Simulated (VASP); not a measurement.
# Si16B (a cell with a defect) in VASP: a series of runs

The runs below take Si16B (a cell with a defect) through single point, with PBEsol.

All numbers are computed with VASP 6.6.1; they aren't measurements. Logs are shortened: lines on timing, memory, paths and dates and some standing lists are left out, and cuts for length are marked.

### 1 The cell of the first run

The cell holds a defect, 17 atoms: a = 7.679 Å, b = 7.679 Å, c = 7.679 Å, α = 60.00°, β = 60.00°, γ = 60.00°.

### 2 Single point, PBEsol, collinear spin, ferromagnetic start

File INCAR:

```
PREC = Accurate
ENCUT = 520
EDIFF = 1E-7
ISMEAR = -1
SIGMA = 0.02
LREAL = Auto
LASPH = T
NELM = 150
ALGO = Normal
ISIF = 2
LWAVE = F
LCHARG = F
ISPIN = 2
MAGMOM = 0 0 0 0 0 0 0 0 0 0 0 0 0 0 0 0 1
LORBIT = 11
GGA = PS
NBANDS = 52
```

File KPOINTS:

```
Automatic mesh
0
Gamma
  2 2 2
```

File POSCAR:

```
Si16B
1.0
    0.0000000000      5.4300000000      5.4300000000
    5.4300000000      0.0000000000      5.4300000000
    5.4300000000      5.4300000000      0.0000000000
Si B
16 1
Direct
    0.0173480663     -0.0223204420     -0.0962799263
    0.0698987109      0.2038397790      0.0326795580
   -0.0332780847      0.0873296501      0.4748434622
    0.2755248619      0.0014364641      0.5479189687
    0.0478913444      0.5312430939     -0.0047053407
    0.1291252302      0.6427348066      0.1756077348
   -0.0600920810      0.4668139963      0.5855248619
    0.1017587477      0.7189226519      0.6168416206
    0.4322836096      0.0513996317      0.0088766114
    0.6386740331      0.0994659300      0.1534990792
    0.7325046041     -0.1517311234      0.5025782689
    0.5408931860      0.1689779006      0.6459576427
    0.5155064457      0.4397974217      0.0837569061
    0.5840423573      0.6679650092      0.1142633517
    0.4559576427      0.5463259669      0.4872651934
    0.5712338858      0.5598342541      0.6920441989
    0.2028453039      0.2219797422      0.6922928177
```

Potentials or basis: VASP PAW PBE potentials, release 64 (Si, B).

The run is started by

```sh
cat potpaw_PBE.64/Si/POTCAR potpaw_PBE.64/B/POTCAR > POTCAR
mpirun -np 1 vasp_std > vasp.out
```

OUTCAR:

```text
PREC = Accurate
   ENCUT = 520
   EDIFF = 1E-7
   ISMEAR = -1
   LREAL = Auto
   LASPH = T
   NELM = 150
   ISIF = 2
   ISPIN = 2
   LORBIT = 11
   GGA = PS

 ion  position               nearest neighbor table
   1  0.017  0.978  0.904-  17 2.34   4 2.42   6 2.43  10 2.55   2 2.64   5 3.04   3 3.14
   2  0.070  0.204  0.033-  17 2.24   5 2.31   9 2.37   1 2.64   3 2.82
   3  0.967  0.087  0.475-   8 2.32   4 2.40  12 2.70   2 2.82  11 3.03   1 3.14
   4  0.276  0.001  0.548-  17 2.17   3 2.40   1 2.42   8 2.79  11 2.98  10 2.98  16 2.99
   5  0.048  0.531  0.995-   2 2.31   6 2.37   8 2.43  14 2.93   1 3.04
   6  0.129  0.643  0.176-   5 2.37   1 2.43  13 2.47   7 2.64  11 3.10
   7  0.940  0.467  0.586-  17 2.15  16 2.33  11 2.45   6 2.64   8 2.92
   8  0.102  0.719  0.617-  15 2.27   3 2.32   5 2.43   4 2.79   7 2.92  11 2.93
   9  0.432  0.051  0.009-  12 2.28   2 2.37  14 2.41  10 2.58
  10  0.639  0.099  0.153-  13 2.16   1 2.55   9 2.58  11 2.61   4 2.98
  11  0.733  0.848  0.503-   7 2.45  16 2.51  10 2.61  12 2.63   8 2.93   4 2.98   3 3.03   6 3.10

  12  0.541  0.169  0.646-   9 2.28  17 2.28  15 2.38  11 2.63   3 2.70
  13  0.516  0.440  0.084-  10 2.16  14 2.20   6 2.47  16 2.53
  14  0.584  0.668  0.114-  13 2.20  15 2.34   9 2.41   5 2.93
  15  0.456  0.546  0.487-  16 2.22   8 2.27  14 2.34  12 2.38
  16  0.571  0.560  0.692-  15 2.22   7 2.33  11 2.51  13 2.53   4 2.99
  17  0.203  0.222  0.692-   7 2.15   4 2.17   2 2.24  12 2.28   1 2.34

  LATTYP: Found a face centered cubic cell.
 ALAT       =    10.8600000000

  Lattice vectors:

 A1 = (   0.0000000000,   5.4300000000,   5.4300000000)
 A2 = (   5.4300000000,   0.0000000000,   5.4300000000)
 A3 = (   5.4300000000,   5.4300000000,   0.0000000000)

Analysis of symmetry for initial positions (statically):
=====================================================================
 Subroutine PRICEL returns:
 Original cell was already a primitive cell.

 Routine SETGRP: Setting up the symmetry group for a
 face centered cubic supercell.

 Subroutine GETGRP returns: Found  1 space group operations
 (whereof  1 operations were pure point group operations)
 out of a pool of 48 trial point group operations.

The static configuration has the point symmetry C_1 .

Analysis of symmetry for dynamics (positions and initial velocities):
=====================================================================
 Subroutine PRICEL returns:
 Original cell was already a primitive cell.

 Routine SETGRP: Setting up the symmetry group for a
 face centered cubic supercell.

 Subroutine GETGRP returns: Found  1 space group operations
 (whereof  1 operations were pure point group operations)
 out of a pool of 48 trial point group operations.

The dynamic configuration has the point symmetry C_1 .

Analysis of structural, dynamic, and magnetic symmetry:
=====================================================================
 Subroutine PRICEL returns:
 Original cell was already a primitive cell.

 Routine SETGRP: Setting up the symmetry group for a
 face centered cubic supercell.

 Subroutine GETGRP returns: Found  1 space group operations
 (whereof  1 operations were pure point group operations)
 out of a pool of 48 trial point group operations.

The overall configuration has the point symmetry C_1 .

 Subroutine INISYM returns: Found  1 space group operations
 (whereof  1 operations are pure point group operations),
 and found     1 'primitive' translations

----------------------------------------------------------------------------------------

                                     Primitive cell

  volume of cell :     320.2060

  direct lattice vectors                    reciprocal lattice vectors
     0.000000000  5.430000000  5.430000000    -0.092081031  0.092081031  0.092081031
     5.430000000  0.000000000  5.430000000     0.092081031 -0.092081031  0.092081031
     5.430000000  5.430000000  0.000000000     0.092081031  0.092081031 -0.092081031

  length of vectors
     7.679179644  7.679179644  7.679179644     0.159489025  0.159489025  0.159489025

  position of ions in fractional coordinates (direct lattice)
     0.017348066  0.977679558  0.903720074
     0.069898711  0.203839779  0.032679558
     0.966721915  0.087329650  0.474843462
     0.275524862  0.001436464  0.547918969
     0.047891344  0.531243094  0.995294659
[... 75 lines left out ...]
   NGX,Y,Z   is equivalent  to a cutoff of  12.99, 12.99, 12.99 a.u.
   NGXF,Y,Z  is equivalent  to a cutoff of  25.98, 25.98, 25.98 a.u.
 SYSTEM =  unknown system
   PREC   = accura    normal or accurate (medium, high low for compatibility)
   ISTART =      0    job   : 0-new  1-cont  2-samecut
   ICHARG =      2    charge: 1-file 2-atom 10-const
   ISPIN  =      2    spin polarized calculation?
   LNONCOLLINEAR =      F non collinear calculations
   LSORBIT =      F    spin-orbit coupling
   LASPH  =      T    aspherical Exc in radial PAW
   ENCUT  =  520.0 eV  38.22 Ry    6.18 a.u.  14.28 14.28 14.28*2*pi/ulx,y,z
   NELM   =    150;   NELMIN=  2; NELMDL= -5     # of ELM steps
   EDIFF  = 0.1E-06   stopping-criterion for ELM
   LREAL  =      T    real-space projection
   EDIFFG = 0.1E-05   stopping-criterion for IOM
   NSW    =      0    number of steps for IOM
   IBRION =     -1    ionic relax: 0-MD 1-quasi-New 2-CG
   NFREE  =      0    steps in history (QN), initial steepest desc. (CG)
   ISIF   =      2    stress and relaxation
   ISYM   =      2    0-nonsym 1-usesym 2-fastsym
   POTIM  = 0.5000    time-step for ionic-motion
   TEBEG  =    0.0;   TEEND  =   0.0 temperature during run
   PSTRESS=    0.0 pullay stress
   NELECT =      67.0000    total number of electrons
   NUPDOWN=      -1.0000    fix difference up-down
   EMIN   =  10.00;   EMAX   =-10.00  energy-range for DOS
   EFERMI =   0.00;   METHOD = LEGACY
   ISMEAR =    -1;   SIGMA  =   0.02  broadening in eV -4-tet -1-fermi 0-gaus
   EFERMI_NEDOS =   21; number of points for ismear=-14 and -15
   IALGO  =     38    algorithm
   IMIX   =      4    mixing-type and parameters
     AMIX     =   0.40;   BMIX     =  1.00
     AMIX_MAG =   1.60;   BMIX_MAG =  1.00
  volume/ion in A,a.u.               =      18.84       127.11
  Fermi-wavevector in a.u.,A,eV,Ry     =   0.971904  1.836632 12.852022  0.944597
  Thomas-Fermi vector in A             =   2.102159
   LORBIT       =     11    0 simple, 1 ext, 2 COOP (PROOUT), +10 PAW based schemes
   GGA     = PS    functional components
   LHFCALC =     F    Hartree Fock is set to
   AEXX    =    0.0000 exact exchange contribution
   IVDW    =     0    specifies the selected vdW correction
   LEPSILON=     F    determine dielectric tensor
   LRPA    =     F    only Hartree local field effects (RPA)
 spin polarized calculation
  energy-cutoff  :      520.00
  volume of cell :      320.21
 maximum number of plane-waves:      8646
 NGX is ok and might be reduce to    60
   NGX = 29   NGY = 29   NGZ = 29

 number of electron      67.0000000 magnetization       0.0003659

 Free energy of the ion-electron system (eV)
  ---------------------------------------------------
  ext. energy  EPLUGINS =         0.00000000
  ---------------------------------------------------
  free energy    TOTEN  =       -89.87113760 eV

  energy without entropy =      -89.85964127  energy(sigma->0) =      -89.86538943

 E-fermi :   6.2121     XC(G=0):  -9.8448

 val. band max:        6.2083970978   @ k =   0.0000   0.5000   0.0000
 cond. band min:       6.2235081205   @ k =   0.5000   0.0000   0.5000
 fundamental gap:      0.0151110227
 Fermi energy:         6.2120558568

 spin component 1

 k-point     1 :       0.0000    0.0000    0.0000
  band No.  band energies     occupation
      1      -6.2702      1.00000
      2      -4.1112      1.00000
      3      -3.8681      1.00000
      4      -3.7011      1.00000
      5      -3.2625      1.00000
      6      -2.9864      1.00000
[... 373 lines left out ...]
     44       9.3317      0.00000
     45       9.3840      0.00000
 Fermi energy:         6.2120558568

 spin component 2

 k-point     1 :       0.0000    0.0000    0.0000
  band No.  band energies     occupation
      1      -6.2702      1.00000
      2      -4.1112      1.00000
      3      -3.8680      1.00000
      4      -3.7011      1.00000
      5      -3.2625      1.00000
      6      -2.9864      1.00000
[... 373 lines left out ...]
     44       9.3317      0.00000
     45       9.3840      0.00000
 [bands above 45 left out]

------------------------ aborting loop because EDIFF is reached ----------------------------------------

  FORCE on cell =-STRESS in cart. coord.  units (eV):
  Direction    XX          YY          ZZ          XY          YZ          ZX
  --------------------------------------------------------------------------------------
  -------------------------------------------------------------------------------------
  Total       -4.6488501    -11.8376156     -6.2395062     -1.6183459      0.0779028      6.4298474
  in kB      -23.2609068    -59.2304906    -31.2198864     -8.0975279      0.3897932     32.1722744
  external PRESSURE =     -37.9037613 kB  Pullay stress =       0.0000000 kB

 VOLUME and BASIS-vectors are now :
 -----------------------------------------------------------------------------
  energy-cutoff  :      520.00
  volume of cell :      320.21
      direct lattice vectors                 reciprocal lattice vectors
     0.000000000  5.430000000  5.430000000    -0.092081031  0.092081031  0.092081031
     5.430000000  0.000000000  5.430000000     0.092081031 -0.092081031  0.092081031
     5.430000000  5.430000000  0.000000000     0.092081031  0.092081031 -0.092081031

 POSITION                                       TOTAL-FORCE (eV/Angst)
 -----------------------------------------------------------------------------------
     10.21600      5.00140      5.40300         0.757543      0.332350      0.006595
      1.28430      0.55700      1.48640        -0.167125      0.593166     -0.200417
      3.05260      7.82770      5.72350         0.216491     -1.066564      0.138966
      2.98300      4.47130      1.50390         0.397205      0.609979      0.652360
      8.28910      5.66450      3.14470         0.532971     -1.580592     -0.381860
      4.44360      1.65470      4.19120        -0.302180      0.254894     -0.855729
[... 9 lines left out ...]
      6.79770      6.85960      6.14170         1.616887      1.098071      0.867428
      4.96450      4.86060      2.30680        -0.245386     -0.073512     -0.634569
 -----------------------------------------------------------------------------------
    total drift:                                0.001824      0.002921      0.003010

  FREE ENERGIE OF THE ION-ELECTRON SYSTEM (eV)
  ---------------------------------------------------
  free  energy   TOTEN  =       -89.8711375972 eV

  energy  without entropy=      -89.8596412695  energy(sigma->0) =      -89.86538943

 total charge

# of ion       s       p       d       tot
------------------------------------------
    1        0.794   0.771   0.000   1.565
    2        0.772   0.837   0.000   1.609
    3        0.838   0.748   0.000   1.586
    4        0.833   0.746   0.000   1.579
    5        0.786   0.826   0.000   1.612
    6        0.780   0.819   0.000   1.599
[... 9 lines left out ...]
   16        0.781   0.861   0.000   1.643
   17        0.706   0.956   0.000   1.662
--------------------------------------------------
tot         13.338  14.235   0.000  27.573

 magnetization (x)

# of ion       s       p       d       tot
------------------------------------------
    1        0.000   0.000   0.000   0.000
    2        0.000   0.000   0.000   0.000
    3        0.000   0.000   0.000   0.000
    4        0.000   0.000   0.000   0.000
    5        0.000   0.000   0.000   0.000
    6        0.000   0.000   0.000   0.000
[... 9 lines left out ...]
   16        0.000   0.000   0.000   0.000
   17        0.000   0.000   0.000   0.000
--------------------------------------------------
tot          0.000   0.000   0.000   0.000
```

Wall time 13 min (1 thread of Oxide Virtual Turin-like, shared host); peak memory 0.67 GiB.

What came out:

- Free energy: -89.8711 eV
- Pressure: -3.8 GPa
- Largest force: 3.388 eV/Å
- Net moment: 0.00 μB per cell
- Valence electrons inside the program's atomic spheres: Si 1.56, 1.61, 1.59, 1.58, 1.60, 1.64, 1.62, 1.70, 1.66, 1.71; B 1.66

Forces on the atoms (eV/Å):
```
Si   0.758  0.332  0.007
Si  -0.167  0.593 -0.200
Si   0.216 -1.067  0.139
Si   0.397  0.610  0.652
Si   0.533 -1.581 -0.382
Si  -0.302  0.255 -0.856
Si  -1.161  0.960  1.647
Si   0.629 -0.072 -1.502
Si   0.256  1.441 -0.125
Si  -2.316  1.352 -2.069
Si   0.844 -1.082  0.382
Si  -1.014 -0.808 -0.216
Si   0.702 -2.916  0.418
Si   0.568  1.343  2.255
Si  -1.314 -0.386 -0.382
Si   1.617  1.098  0.867
B   -0.245 -0.074 -0.635
```

Stress tensor (GPa, compression positive):
```
-2.33 -0.81  3.22
-0.81 -5.92  0.04
 3.22  0.04 -3.12
```

Caveat: the k points lie up to 0.50 Å⁻¹ apart; the PAW data sets were made with another functional, which shifts forces and pressure a little.

### 3 Single point, PBEsol, collinear spin, ferromagnetic start

INCAR: that of step 2 with these lines changed.

```diff
@@ -2,3 +2,3 @@
 ENCUT = 520
-EDIFF = 1E-7
+EDIFF = 1E-6
 ISMEAR = -1
```

File KPOINTS:

```
regular mesh
0
Gamma
  2 2 2
```

File POSCAR:

```
Si16B
1.0
    0.0000000000      5.4300000000      5.4300000000
    5.4300000000      0.0000000000      5.4300000000
    5.4300000000      5.4300000000      0.0000000000
Si B
16 1
Direct
   -0.0239226519      0.0097790055     -0.0888581952
    0.1113351750      0.1742449355      0.0184254144
   -0.0413075506      0.0865377532      0.5207734807
    0.2606998158      0.0868508287      0.5339410681
    0.0180662983      0.5374953959     -0.0168324125
    0.0949355433      0.6736095764      0.1564640884
   -0.0127532228      0.4699723757      0.5657550645
    0.0688766114      0.6875690608      0.6252117864
    0.4740239411      0.0342633517      0.0025138122
    0.6226979742      0.0497882136      0.1852209945
    0.6972836096     -0.1429373849      0.5061602210
    0.5700644567      0.1529558011      0.6129005525
    0.4449171271      0.4688397790      0.1010497238
    0.6345119705      0.6690607735      0.0919705341
    0.4875230203      0.5299171271      0.4747421731
    0.6006721915      0.5274861878      0.7286464088
    0.2330018416      0.2132412523      0.6990423573
```

Potentials or basis: VASP PAW PBE potentials, release 64 (Si, B).

The run is started by

```sh
cat potpaw_PBE.64/Si/POTCAR potpaw_PBE.64/B/POTCAR > POTCAR
mpirun -np 1 vasp_std > vasp.out
```

Run time: 11 min. Hardware: 1 thread of Oxide Virtual Turin-like, shared host; peak memory 0.67 GiB.

It converged, with:

```
Free energy                                           : -90.9206 eV
Pressure                                              : -3.3 GPa
Largest force                                         : 2.964 eV/Å
Net moment                                            : 0.00 μB per cell
Valence electrons inside the program's atomic spheres : Si 1.58, 1.62, 1.57, 1.66, 1.65, 1.63, 1.60, 1.67, 1.61, 1.64, 1.59; B 1.87
```

Forces in eV/Å, atoms in the order of the input:
```
Si   0.099 -0.134  0.716
Si   0.435  0.259  0.416
Si  -0.204  0.603 -0.627
Si  -2.849 -0.708 -0.408
Si   0.733  0.222 -0.878
Si  -0.162  0.159 -1.586
Si  -0.325 -0.735 -0.005
Si  -0.121  0.018  1.865
Si  -0.720 -0.955 -0.320
Si   1.629 -0.502  0.734
Si   0.097 -0.158 -0.359
Si   0.771  0.305 -0.137
Si  -1.089  1.197  1.172
Si  -0.366  0.468 -1.313
Si   1.002  0.109 -0.236
Si  -0.792 -0.693  0.861
B    1.863  0.545  0.105
```

Stress tensor (GPa, compression positive):
```
-1.10 -0.56  1.93
-0.56 -4.50  0.73
 1.93  0.73 -4.40
```

Levels at points of the mesh, in eV from the Fermi level:
Spin up:
```csv
k point,band 31,band 32,band 33,band 34,band 35,band 36
"(0.00, 0.00, 0.00)",-0.74,-0.41,-0.24,-0.04,0.31,0.50
"(0.50, 0.00, 0.00)",-0.78,-0.61,-0.25,0.00,0.52,0.66
"(0.00, 0.50, 0.00)",-0.85,-0.46,-0.35,0.22,0.33,0.55
"(0.00, 0.00, 0.50)",-1.08,-0.74,-0.59,-0.21,0.00,0.78
"(0.50, 0.50, 0.50)",-0.82,-0.59,-0.21,0.34,0.52,0.58
"(0.50, 0.50, 0.00)",-1.07,-0.85,-0.41,0.30,0.36,0.90
"(0.00, 0.50, 0.50)",-1.00,-0.94,-0.44,0.03,0.34,0.88
"(0.50, 0.00, 0.50)",-0.85,-0.82,-0.53,-0.26,0.39,0.78
```
Spin down:
```
           k point  band 31  band 32  band 33  band 34  band 35  band 36
(0.00, 0.00, 0.00)    -0.74    -0.41    -0.24    -0.04     0.31     0.50
(0.50, 0.00, 0.00)    -0.78    -0.61    -0.25     0.00     0.52     0.66
(0.00, 0.50, 0.00)    -0.85    -0.46    -0.35     0.22     0.33     0.55
(0.00, 0.00, 0.50)    -1.08    -0.74    -0.59    -0.21     0.00     0.78
(0.50, 0.50, 0.50)    -0.82    -0.59    -0.21     0.34     0.52     0.58
(0.50, 0.50, 0.00)    -1.07    -0.85    -0.41     0.30     0.36     0.90
(0.00, 0.50, 0.50)    -1.00    -0.94    -0.44     0.03     0.34     0.88
(0.50, 0.00, 0.50)    -0.85    -0.82    -0.53    -0.26     0.39     0.78
```

Caveat: the k points lie up to 0.50 Å⁻¹ apart; the PAW data sets were made with another functional, which shifts forces and pressure a little.
